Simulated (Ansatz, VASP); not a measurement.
## Au in VASP and in Ansatz

INCAR

```
SYSTEM = Au
  PREC = Accurate
  ENCUT = 520
  EDIFF = 1E-7
  ISMEAR = -1
  SIGMA = 0.05
  LREAL = .False.
  LASPH = .True.
  NELM = 60
  ALGO = Normal
  ISIF = 2
  LWAVE = .False.
  LCHARG = .True.
  GGA = PE
  LELF = .True.
  LVHAR = .True.
  NBANDS = 18
```

KPOINTS

```
Automatic mesh
0
Gamma
  9 9 9
  0 0 0
```

The input POSCAR:

```
Au
1.0
    0.0000000000      2.8206487953      2.8206487953
    2.8206487953      0.0000000000      2.8206487953
    2.8206487953      2.8206487953      0.0000000000
Au
2
Direct
   -0.2375000000     -0.0875000000     -0.0875000000
    0.2375000000      0.0875000000      0.0875000000
```

Input for Ansatz:

```yaml
crystal:
  lattice:
    - [0.0, 2.8206487953, 2.8206487953]
    - [2.8206487953, 0.0, 2.8206487953]
    - [2.8206487953, 2.8206487953, 0.0]
  atoms:
    - { symbol: Au, position: [-0.2375, -0.0875, -0.0875] }
    - { symbol: Au, position: [0.2375, 0.0875, 0.0875] }
kpoints:
  mp_grid: { grid: [9, 9, 9] }
scf:
  occupations: { method: fermi_dirac, width: 0.05 }
hamiltonian:
  xc: pbe
  pseudopotentials: { kind: all_electron, lapw: { basis_error: 0.001 } }
output:
  forces: true
  stress: true
  eigenvalues: true
  populations: true
```

Change from the starting cell: shortest bond scaled by 0.7, LAPW.

Alike in both runs: task single point; functional PBE; k mesh 9 × 9 × 9; occupations fermi-dirac, width 0.05 eV; no spin polarisation.

|  | VASP | Ansatz |
| --- | --- | --- |
| version | VASP 6.6.1 | Ansatz 0.2.0 |
| potentials or method | VASP PAW PBE potentials, release 64 (Au), cutoff 520 eV | all-electron LAPW, scalar-relativistic |

|  | VASP | Ansatz | Ansatz less VASP |
| --- | --- | --- | --- |
| pressure (GPa) | 110.8 | 156.6 | +45.81 |
| traceless stress, the component that is largest in VASP (GPa) | -111.46 | -156.80 | -45.338 |
| rms of the force components (eV/Å) | 31.152 | 43.821 | +12.6691 |

Atom by atom the forces differ by 12.669 eV/Å (rms over components). The pressures are high and differ by over a tenth, so treat them with care. Ansatz ran all-electron here, and VASP with PAW potentials.

Neither program's run includes spin-orbit coupling. Noted on VASP's run: the cell as given lies far from equilibrium.
